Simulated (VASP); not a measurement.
BP (rocksalt type): single point with PBE

The system is BP (rocksalt type).

```xyz
2
Lattice="0.0000 2.1602 2.1602 2.1602 0.0000 2.1602 2.1602 2.1602 0.0000" Properties=species:S:1:pos:R:3 pbc="T T T"
B     0.0000    0.0000    0.0000
P     2.1602    2.1602    2.1602
```

```json
{
 "Program": "VASP 6.6.1",
 "Task": "single point",
 "Functional": "PBE",
 "Potentials or basis": "VASP PAW PBE potentials, release 64 (B, P)",
 "Cutoff": "520 eV",
 "k mesh": "17 × 17 × 17",
 "Occupations": "fermi-dirac, width 0.08 eV",
 "Spin": "no spin polarisation"
}
```

The pressure is -0.2 GPa. The band gap on the k mesh is zero (band 4 reaches 11.23 eV, above the bottom of band 5 at 6.90 eV).

Levels at points of the mesh, in eV from the Fermi level:
| k point | band 1 | band 2 | band 3 | band 4 | band 5 | band 6 | band 7 | band 8 |
| --- | --- | --- | --- | --- | --- | --- | --- | --- |
| (0.00, 0.00, 0.00) | -16.90 | 0.01 | 0.01 | 0.01 | 6.51 | 7.93 | 7.93 | 7.93 |

Run time: 71 s on 1 thread of AMD EPYC 7R13, with other jobs on the host, peak memory 0.13 GiB.
